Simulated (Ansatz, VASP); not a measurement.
**One calculation of W, two programs**

```
W
1.0
     4.35476    0.00000    0.00000
    -2.17738    3.77133    0.00000
     0.00000    0.00000    4.96182
W
4
Direct
  0.00000 0.00000 0.75000
  0.00000 0.00000 0.25000
  0.33333 0.66667 0.75000
  0.66667 0.33333 0.25000
```

Alike in both runs: functional PBE; k mesh 12 × 12 × 10; occupations gaussian, width 0.1 eV; no spin polarisation.

Ansatz relaxed the structure, and its values are those at the end. VASP's run is a single point on that final structure, the one shown.

```csv
,VASP,Ansatz
version,VASP 6.6.1,Ansatz 0.2.0
potentials or method,"VASP PAW PBE potentials, release 64 (W_sv), cutoff 520 eV","scalar-relativistic, plane waves, PAW"
valence electrons in the cell,56,56
```

```csv
,VASP,Ansatz,Ansatz less VASP
gap on the k mesh at the Fermi level (eV),none,none,-
pressure (GPa),0.7,0.0,-0.71
```

A gap of «none» marks a metal or a gap that the smearing closes.

Spin-orbit coupling is off throughout.
